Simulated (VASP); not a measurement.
TePb, 2 atoms in the cell. Symmetry: F-43m, No. 216, cubic system. The conventional cell has a = 7.283 Å, b = 7.283 Å, c = 7.283 Å, α = 90.00°, β = 90.00°, γ = 90.00°. Pb (site symmetry -43m) has 4 Te at 3.15 Å within 4.1 Å. Within 4.1 Å of Te (site symmetry -43m) lie 4 Pb at 3.15 Å. 

```yaml
Program: VASP 6.6.1
Task: single point
Functional: LDA
Potentials_or_basis: VASP PAW LDA potentials, release 64 (Pb_d, Te)
Cutoff: 520 eV
k_mesh: 6 × 6 × 6
Occupations: gaussian, width 0.01 eV
Spin: no spin polarisation
Dipole_correction: no
Further_INCAR_settings: ALGO = Normal; EDIFF = 1e-06; NBANDS = 17
```

Potentials or basis: VASP PAW LDA potentials, release 64 (Pb_d, Te).

Launch:

```bash
$ cat potpaw_LDA.64/Pb_d/POTCAR potpaw_LDA.64/Te/POTCAR > POTCAR
$ mpirun -np 1 vasp_std > vasp.out
```

Hardware: 1 thread of Intel(R) Xeon(R) 6975P-C (Granite Rapids), on a shared host.

Task: How long does it take, and how much memory?

Result: Run time: 16 s on 1 thread of Intel(R) Xeon(R) 6975P-C (Granite Rapids), with other jobs on the host, peak memory 0.2 GiB. Counts: scf iterations 12, k points 16.
